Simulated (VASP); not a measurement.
# Y (Fm-3m) in VASP: settings compared

Y is run at these levels: RPBE+D3(BJ), LDA; tasks: density of states.

Program: VASP 6.6.1. These are calculated values, not measurements. Logs are shortened: lines on timing, memory, paths and dates and some standing lists are left out, and cuts for length are marked.

## Step 1: The cell of the first run

Symmetry: Fm-3m, No. 225, cubic system. The conventional cell has a = 5.035 Å, b = 5.035 Å, c = 5.035 Å, α = 90.00°, β = 90.00°, γ = 90.00°. Y (site symmetry m-3m) has 12 Y at 3.56 Å within 4.7 Å.

## Step 2: Density of states, RPBE+D3(BJ), non-collinear spin, zero start, spin-orbit coupling (volume scaled by 0.96)

POSCAR reads:

```
Y
1.0
    0.0000000000      2.5175004675      2.5175004675
    2.5175004675      0.0000000000      2.5175004675
    2.5175004675      2.5175004675      0.0000000000
Y
1
Direct
    0.0000000000      0.0000000000      0.0000000000
```

INCAR.step1 reads:

```
ALGO     = Fast           # electronic algorithm
EDIFF    = 1E-6           # SCF threshold, eV
ENCUT    = 520            # plane-wave cutoff, eV
GGA      = RP             # functional
GGA_COMPAT= F            
ISIF     = 2              # what is computed and relaxed
ISMEAR   = -1             # smearing method
IVDW     = 12             # dispersion correction
LASPH    = T              # aspherical terms in the spheres
LCHARG   = T              # write CHGCAR
LMAXMIX  = 4              # l up to which the mixer works
LORBMOM  = T            
LREAL    = F              # projectors in reciprocal space
LSORBIT  = T              # spin-orbit coupling
LWAVE    = F              # write WAVECAR
MAGMOM   = 0 0 0          # initial moments
NBANDS   = 22             # bands
NELM     = 150            # most SCF steps
PREC     = Accurate       # precision mode
SIGMA    = 0.1            # smearing width, eV
```

KPOINTS.step1 reads:

```
k-points
0
Gamma
  8 8 8
```

INCAR.step2 reads:

```
ALGO     = Fast           # electronic algorithm
EDIFF    = 1E-6           # SCF threshold, eV
ENCUT    = 520            # plane-wave cutoff, eV
GGA      = RP             # functional
GGA_COMPAT= F            
ICHARG   = 11             # starting density
ISIF     = 2              # what is computed and relaxed
ISMEAR   = -5             # smearing method
IVDW     = 12             # dispersion correction
LASPH    = T              # aspherical terms in the spheres
LCHARG   = F              # write CHGCAR
LMAXMIX  = 4              # l up to which the mixer works
LORBIT   = 11             # projections on sites
LORBMOM  = T            
LREAL    = F              # projectors in reciprocal space
LSORBIT  = T              # spin-orbit coupling
LWAVE    = F              # write WAVECAR
MAGMOM   = 0 0 0          # initial moments
NEDOS    = 2001           # points of the DOS
NELM     = 150            # most SCF steps
PREC     = Accurate       # precision mode
SIGMA    = 0.1            # smearing width, eV
```

KPOINTS.step2 reads:

```
k-points
0
Gamma
  12 12 12
```

Potentials or basis: VASP PAW PBE potentials, release 64 (Y_sv).

Launch:

```
> cat potpaw_PBE.64/Y_sv/POTCAR > POTCAR
> cp INCAR.step1 INCAR
> cp KPOINTS.step1 KPOINTS
> mpirun -np 1 vasp_ncl > vasp.out
> cp INCAR.step2 INCAR
> cp KPOINTS.step2 KPOINTS
> mpirun -np 1 vasp_ncl > vasp.out
```

OUTCAR:

```text
EDIFF = 1E-6
   ENCUT = 520
   GGA = RP
   ICHARG = 11
   ISIF = 2
   ISMEAR = -5
   IVDW = 12
   LASPH = T
   LORBIT = 11
   LREAL = F
   LSORBIT = T
   NELM = 150
   PREC = Accurate
 IVDW          = 12

 ion  position               nearest neighbor table
   1  0.000  0.000  0.000-

  LATTYP: Found a face centered cubic cell.
 ALAT       =     5.0350009350

  Lattice vectors:

 A1 = (   0.0000000000,   2.5175004675,   2.5175004675)
 A2 = (   2.5175004675,   0.0000000000,   2.5175004675)
 A3 = (   2.5175004675,   2.5175004675,   0.0000000000)

Analysis of symmetry for initial positions (statically):
=====================================================================
 Subroutine PRICEL returns:
 Original cell was already a primitive cell.

 Routine SETGRP: Setting up the symmetry group for a
 face centered cubic supercell.

 Subroutine GETGRP returns: Found 48 space group operations
 (whereof 48 operations were pure point group operations)
 out of a pool of 48 trial point group operations.

The static configuration has the point symmetry O_h .

Analysis of symmetry for dynamics (positions and initial velocities):
=====================================================================
 Subroutine PRICEL returns:
 Original cell was already a primitive cell.

 Routine SETGRP: Setting up the symmetry group for a
 face centered cubic supercell.

 Subroutine GETGRP returns: Found 48 space group operations
 (whereof 48 operations were pure point group operations)
 out of a pool of 48 trial point group operations.

The dynamic configuration has the point symmetry O_h .

Analysis of structural, dynamic, and magnetic symmetry:
=====================================================================
 Subroutine PRICEL returns:
 Original cell was already a primitive cell.

 Routine SETGRP: Setting up the symmetry group for a
 face centered cubic supercell.

 Subroutine GETGRP returns: Found 48 space group operations
 (whereof 48 operations were pure point group operations)
 out of a pool of 48 trial point group operations.

The overall configuration has the point symmetry O_h .

 Subroutine INISYM returns: Found 48 space group operations
 (whereof 48 operations are pure point group operations),
 and found     1 'primitive' translations

----------------------------------------------------------------------------------------

                                     Primitive cell

  volume of cell :      31.9109

  direct lattice vectors                    reciprocal lattice vectors
     0.000000000  2.517500468  2.517500468    -0.198609695  0.198609695  0.198609695
     2.517500468  0.000000000  2.517500468     0.198609695 -0.198609695  0.198609695
     2.517500468  2.517500468  0.000000000     0.198609695  0.198609695 -0.198609695

  length of vectors
     3.560283304  3.560283304  3.560283304     0.344002083  0.344002083  0.344002083

  position of ions in fractional coordinates (direct lattice)
     0.000000000  0.000000000  0.000000000

  ion indices of the primitive-cell ions
   primitive index   ion index
                 1           1

----------------------------------------------------------------------------------------

 KPOINTS: k-points

Automatic generation of k-mesh.
 Grid dimensions read from file:
 generate k-points for:   12   12   12

 Generating k-lattice:

  Cartesian coordinates                     Fractional coordinates (reciprocal lattice)
    -0.016550808  0.016550808  0.016550808     0.083333333  0.000000000  0.000000000
     0.016550808 -0.016550808  0.016550808     0.000000000  0.083333333  0.000000000
     0.016550808  0.016550808 -0.016550808     0.000000000  0.000000000  0.083333333

  Length of vectors
     0.028666840  0.028666840  0.028666840

  Shift w.r.t. Gamma in fractional coordinates (k-lattice)
     0.000000000  0.000000000  0.000000000

 TETIRR: Found    247 inequivalent tetrahedra from    10368

 Subroutine IBZKPT returns following result:
 ===========================================

[... 50 lines left out ...]
   NSW    =      0    number of steps for IOM
   IBRION =     -1    ionic relax: 0-MD 1-quasi-New 2-CG
   NFREE  =      0    steps in history (QN), initial steepest desc. (CG)
   ISIF   =      2    stress and relaxation
   ISYM   =      2    0-nonsym 1-usesym 2-fastsym
   POTIM  = 0.5000    time-step for ionic-motion
   TEBEG  =    0.0;   TEEND  =   0.0 temperature during run
   PSTRESS=    0.0 pullay stress
   NELECT =      11.0000    total number of electrons
   NUPDOWN=      -1.0000    fix difference up-down
   EMIN   =  10.00;   EMAX   =-10.00  energy-range for DOS
   EFERMI =   0.00;   METHOD = LEGACY
   ISMEAR =    -5;   SIGMA  =   0.10  broadening in eV -4-tet -1-fermi 0-gaus
   EFERMI_NEDOS =   21; number of points for ismear=-14 and -15
   IALGO  =     68    algorithm
   IMIX   =      4    mixing-type and parameters
     AMIX     =   0.40;   BMIX     =  1.00
     AMIX_MAG =   1.60;   BMIX_MAG =  1.00
  volume/ion in A,a.u.               =      31.91       215.35
  Fermi-wavevector in a.u.,A,eV,Ry     =   1.147870  2.169160 17.927122  1.317606
  Thomas-Fermi vector in A             =   2.284548
   LORBIT       =     11    0 simple, 1 ext, 2 COOP (PROOUT), +10 PAW based schemes
   GGA     = RP    functional components
   LHFCALC =     F    Hartree Fock is set to
   AEXX    =    0.0000 exact exchange contribution
   IVDW    =    12    specifies the selected vdW correction
   LEPSILON=     F    determine dielectric tensor
   LRPA    =     F    only Hartree local field effects (RPA)
 RMM-DIIS sequential band-by-band and
 Fermi weights with tetrahedron method with Bloechl corrections
  energy-cutoff  :      520.00
  volume of cell :       31.91
 maximum number of plane-waves:      1762

 number of electron      11.0000000 magnetization      -0.0000000     -0.0000000     -0.0000000

 Free energy of the ion-electron system (eV)
  ---------------------------------------------------
  ext. energy  EPLUGINS =         0.00000000
  ---------------------------------------------------
  free energy    TOTEN  =        -6.11619812 eV

  energy without entropy =       -6.11619812  energy(sigma->0) =       -6.11619812

 E-fermi :   3.2805     XC(G=0):  -9.4457

 val. band max:        3.2754204207   @ k =  -0.2500   0.4167   0.1667
 cond. band min:       3.2855306006   @ k =  -0.3333   0.2500   0.0000
 fundamental gap:      0.0101101799
 Fermi energy:         3.2805025761

 k-point     1 :       0.0000    0.0000    0.0000
  band No.  band energies     occupation
      1     -39.3811      1.00000
      2     -39.3811      1.00000
      3     -20.0382      1.00000
      4     -20.0382      1.00000
      5     -18.5921      1.00000
      6     -18.5921      1.00000
[... 481 lines left out ...]
      5     -19.0046      1.00000
      6     -19.0046      1.00000
[... 10 lines left out ...]
     17       8.2449      0.00000
     18       8.2574      0.00000

 [... further k-points ...]

------------------------ aborting loop because EDIFF is reached ----------------------------------------

 Edisp (eV)   -2.33340

 E8    (eV) :    -1.7440

  FORCE on cell =-STRESS in cart. coord.  units (eV):
  Direction    XX          YY          ZZ          XY          YZ          ZX
  --------------------------------------------------------------------------------------
  -------------------------------------------------------------------------------------
  Total      -3.15515    -3.15515    -3.15515    -0.00000    -0.00000     0.00000
  in kB    -158.41347  -158.41347  -158.41347    -0.00000    -0.00000     0.00000
  external pressure =     -158.41 kB  Pullay stress =        0.00 kB

 VOLUME and BASIS-vectors are now :
 -----------------------------------------------------------------------------
  energy-cutoff  :      520.00
  volume of cell :       31.91
      direct lattice vectors                 reciprocal lattice vectors
     0.000000000  2.517500468  2.517500468    -0.198609695  0.198609695  0.198609695
     2.517500468  0.000000000  2.517500468     0.198609695 -0.198609695  0.198609695
     2.517500468  2.517500468  0.000000000     0.198609695  0.198609695 -0.198609695

 POSITION                                       TOTAL-FORCE (eV/Angst)
 -----------------------------------------------------------------------------------
      0.00000      0.00000      0.00000         0.000000      0.000000      0.000000
 -----------------------------------------------------------------------------------
    total drift:                               -0.000000     -0.000000     -0.000000

  FREE ENERGIE OF THE ION-ELECTRON SYSTEM (eV)
  ---------------------------------------------------
  free  energy   TOTEN  =        -8.4495971735 eV

  energy  without entropy=       -8.4495971735  energy(sigma->0) =       -8.44959717

 orbital moment (x)

 # of ion     p       d       f       tot
 ------------------------------------------------
  1         0.000   0.000   0.000   0.000
 ------------------------------------------------
            0.000   0.000   0.000   0.000

 orbital moment (y)

 # of ion     p       d       f       tot
 ------------------------------------------------
  1         0.000  -0.000  -0.000  -0.000
 ------------------------------------------------
            0.000  -0.000  -0.000  -0.000

 orbital moment (z)

 # of ion     p       d       f       tot
 ------------------------------------------------
  1         0.000   0.000   0.000   0.000
 ------------------------------------------------
            0.000   0.000   0.000   0.000

 Spin-Orbit-Coupling matrix elements

 Ion:    1  E_soc:     -0.0983160
 l=   1
     0.0000000    -0.0162432    -0.0162432
    -0.0162432     0.0000000    -0.0162432
    -0.0162432    -0.0162432     0.0000000
 l=   2
     0.0000000    -0.0000050     0.0000000    -0.0000050    -0.0001378
    -0.0000050     0.0000000    -0.0001034    -0.0000050    -0.0000345
     0.0000000    -0.0001034     0.0000000    -0.0001034     0.0000000
    -0.0000050    -0.0000050    -0.0001034     0.0000000    -0.0000345
    -0.0001378    -0.0000345     0.0000000    -0.0000345     0.0000000
 l=   3
     0.0000000    -0.0000000     0.0000000     0.0000000     0.0000000     0.0000000     0.0000000
    -0.0000000     0.0000000    -0.0000000     0.0000000    -0.0000000    -0.0000000    -0.0000000
     0.0000000    -0.0000000     0.0000000     0.0000000     0.0000000     0.0000000     0.0000000
     0.0000000     0.0000000     0.0000000     0.0000000     0.0000000     0.0000000     0.0000000
     0.0000000    -0.0000000     0.0000000     0.0000000     0.0000000     0.0000000     0.0000000
     0.0000000    -0.0000000     0.0000000     0.0000000     0.0000000     0.0000000     0.0000000
     0.0000000    -0.0000000     0.0000000     0.0000000     0.0000000     0.0000000     0.0000000

 total charge

# of ion       s       p       d       f       tot
--------------------------------------------------
    1        2.281   6.221   0.960   0.007   9.468

 magnetization (x)

# of ion       s       p       d       f       tot
--------------------------------------------------
    1        0.000   0.000  -0.000   0.000   0.000

 magnetization (y)

# of ion       s       p       d       f       tot
--------------------------------------------------
    1        0.000  -0.000  -0.000   0.000  -0.000

 magnetization (z)

# of ion       s       p       d       f       tot
--------------------------------------------------
    1       -0.000  -0.000  -0.000  -0.000  -0.000
```

Wall time 2.1 min (1 thread of Intel Xeon Platinum 8488C (Sapphire Rapids), shared host); peak memory 0.27 GiB.

Results:

```
Net moment                                            : 0.00 μB per cell
Valence electrons inside the program's atomic spheres : Y 9.47
Dispersion energy per atom                            : -2.333 eV
```

Moments on the atoms (μB; x, y, z):
```
Y   0.00 0.00 0.00
```

Caveat: the cell differs from its parent crystal (volume scaled by 0.96); the PAW data sets were made with another functional, which shifts forces and pressure a little.

## Step 3: Density of states, LDA

This run uses another cell than the first one, of 33.24 Å³/atom, 1.042 times its volume.

POSCAR reads:

```
Y
1.0
    0.0000000000      2.5519910612      2.5519910612
    2.5519910612      0.0000000000      2.5519910612
    2.5519910612      2.5519910612      0.0000000000
Y
1
Direct
    0.0000000000      0.0000000000      0.0000000000
```

INCAR.step1 reads:

```
PREC = Accurate ; ENCUT = 520
EDIFF = 1E-6 ; ISMEAR = 0
SIGMA = 0.1 ; LREAL = False
LASPH = True ; NELM = 80
ALGO = Normal ; ISIF = 2
LWAVE = False ; LCHARG = True
LMAXMIX = 4 ; GGA = CA
NBANDS = 12
```

KPOINTS.step1 reads:

```
Automatic mesh
0
Gamma
  9 9 9
```

INCAR.step2 reads:

```
PREC = Accurate ; ENCUT = 520
EDIFF = 1E-6 ; ISMEAR = -5
SIGMA = 0.1 ; LREAL = False
LASPH = True ; NELM = 80
ALGO = Normal ; ISIF = 2
LWAVE = False ; LCHARG = False
LMAXMIX = 4 ; GGA = CA
LORBIT = 11 ; NBANDS = 12
NEDOS = 2001 ; ICHARG = 11
```

KPOINTS.step2 reads:

```
Automatic mesh
0
Gamma
  14 14 14
```

Potentials or basis: VASP PAW LDA potentials, release 64 (Y_sv).

Launch:

```
> cat potpaw_LDA.64/Y_sv/POTCAR > POTCAR
> cp INCAR.step1 INCAR
> cp KPOINTS.step1 KPOINTS
> mpirun -np 1 vasp_std > vasp.out
> cp INCAR.step2 INCAR
> cp KPOINTS.step2 KPOINTS
> mpirun -np 1 vasp_std > vasp.out
```

It took 24 s on 1 thread of AMD EPYC 7R13 (Zen 3), shared host; peak memory 0.15 GiB.

It converged, with:

* Valence electrons inside the program's atomic spheres: Y 9.44

Levels at points of the mesh, in eV from the Fermi level:
```
           k point  band 1  band 2  band 3  band 4  band 5  band 6  band 7  band 8  band 9  band 10
(0.00, 0.00, 0.00)  -42.50  -22.33  -22.33  -22.33   -4.71    1.70    1.70    1.70    3.64     3.64
(0.50, 0.00, 0.00)  -42.44  -22.87  -22.40  -22.40   -1.97    0.65    1.55    1.55    5.07     5.07
(0.50, 0.50, 0.00)  -42.42  -22.84  -22.53  -22.53   -1.70   -0.86    2.05    5.07    5.48     5.48
```

Caveat: tetrahedron occupations give inexact forces and stress in metals.
